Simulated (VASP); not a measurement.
CdF2: single point with PBE

The system is CdF2.

```
Cd F
1.0
    -0.20100    2.74027    2.63066
     2.74027   -0.20100    2.63066
     2.53927    2.53927    0.00000
Cd F
1 2
Direct
  0.00000 0.00000 0.00000
  0.25000 0.25000 0.25000
  0.75000 0.75000 0.75000
```

This cell differs from its parent crystal: engineering shear strain xy -0.1467, normal strain along z -0.0400.

* Program: VASP 6.6.1
* Task: single point
* Functional: PBE
* Potentials or basis: VASP PAW PBE potentials, release 64 (Cd, F)
* Cutoff: 520 eV
* k mesh: 8 × 8 × 8
* Occupations: gaussian, width 0.05 eV
* Spin: no spin polarisation

```yaml
Pressure: 8.0 GPa
Largest_force: 0.466 eV/Å
Band_gap_on_the_k_mesh: 2.96 eV (least direct gap 3.22 eV)
```

Forces on the atoms (eV/Å):
```
Cd   0.000  0.000  0.000
F    0.000  0.000  0.466
F    0.000  0.000 -0.466
```

Stress tensor (GPa, compression positive):
```
 6.56  5.22  0.00
 5.22  6.56  0.00
 0.00  0.00 10.82
```

Levels at points of the mesh, in eV from the valence-band top:
```tsv
k point	band 9	band 10	band 11	band 12	band 13	band 14	band 15	band 16	band 17	band 18
(0.00, 0.00, 0.00)	-1.06	-0.97	-0.95	-0.85	-0.26	2.96	11.27	12.60	14.06	17.45
(0.50, 0.00, 0.00)	-2.39	-2.11	-1.87	-0.54	-0.26	6.70	8.62	14.02	15.37	17.91
(0.50, 0.50, 0.00)	-3.11	-2.97	-0.59	-0.54	0.00	7.79	9.45	11.81	12.64	15.36
(0.00, 0.00, 0.50)	-2.62	-2.12	-2.01	-0.83	-0.62	7.38	9.31	13.10	14.90	16.74
(0.50, 0.00, 0.50)	-3.20	-3.06	-0.83	-0.39	-0.13	7.95	9.38	11.79	14.05	14.26
```

Wall time 38 s on 1 thread of Intel(R) Xeon(R) Platinum 8488C (Sapphire Rapids), on a shared host, peak memory 0.2 GiB.

Caveat: the cell differs from its parent crystal (engineering shear strain xy -0.1467, normal strain along z -0.0400); the cell stands under pressure. A k mesh can miss the band edges.
